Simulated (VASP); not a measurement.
A run of VASP 6.6.1:

Contents of INCAR:

```
SYSTEM = Ge
  ALGO = Normal
  EDIFF = 1E-7
  ENCUT = 520
  GGA = PE
  ISIF = 2
  ISMEAR = 0
  LASPH = .True.
  LCHARG = .True.
  LELF = .True.
  LREAL = .False.
  LVHAR = .True.
  LWAVE = .False.
  NBANDS = 21
  NELM = 100
  PREC = Accurate
  SIGMA = 0.15
```

KPOINTS

```
k-points
0
Gamma
  14 14 14
  0 0 0
```

POSCAR

```
Ge
1.0
   -0.1152213909      2.8805347716      2.9957561625
    2.8805347716     -0.1152213909      2.9957561625
    2.7653133807      2.7653133807      0.0000000000
Ge
2
Direct
    0.5000000000      0.5000000000      0.5000000000
    0.7500000000      0.7500000000      0.7500000000
```

Potentials or basis: VASP PAW PBE potentials, release 64 (Ge_d).

The run is started by

```console
$ cat potpaw_PBE.64/Ge_d/POTCAR > POTCAR
$ mpirun -np 1 vasp_std > vasp.out
```

Hardware: 1 thread of Intel Xeon 8259CL, on a shared host.

Question: How long does it take, and how much memory?

Answer: Run time: 10 min on 1 thread of Intel Xeon 8259CL (shared host), peak memory 0.45 GiB. Counts: scf iterations 14, k points 428.
